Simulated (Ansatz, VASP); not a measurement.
## One calculation of LiZr3N2, two programs

```
Li Zr N
1.0
     3.05567    0.00000    0.00000
     0.00000    3.05567    0.00000
     0.00000    0.00000    8.69913
Li Zr N
1 3 2
Direct
  0.00000 0.00000 0.00000
  0.50000 0.50000 0.19168
  0.50000 0.50000 0.50000
  0.50000 0.50000 0.80832
  0.00000 0.00000 0.30838
  0.00000 0.00000 0.69162
```

Change from the starting cell: species swapped into the Mg3HgAu2 type (P4/mmm, No. 123).

Alike in both runs: task single point; functional PBE; k mesh 6 × 6 × 2; occupations gaussian, width 0.1 eV; collinear spin.

```csv
,VASP,Ansatz
version,VASP 6.6.1,Ansatz 0.2.0
potentials or method,"VASP PAW PBE potentials, release 64 (Li_sv, Zr_sv, N), cutoff 750 eV","scalar-relativistic, plane waves, PAW"
valence electrons in the cell,49,49
```

|  | VASP | Ansatz | Ansatz less VASP |
| --- | --- | --- | --- |
| gap on the k mesh at the Fermi level (eV) | none | none | - |
| pressure (GPa) | 0.1 | 0.0 | -0.07 |
| traceless stress, the component that is largest in VASP (GPa) | -0.32 | -0.35 | -0.036 |
| rms of the force components (eV/Å) | 0.017 | 0.009 | -0.0072 |
| net moment per atom (μB) | 0.00 | 0.00 | 0.000 |

Atom by atom the forces differ by 0.007 eV/Å (rms over components). A gap of «none» marks a metal or a gap that the smearing closes. The functional is the same, so the differences come from potentials, cutoffs and numerics. Ansatz's warnings: seeded moment not kept.

The k mesh is coarse, so the values compare programs but aren't converged.
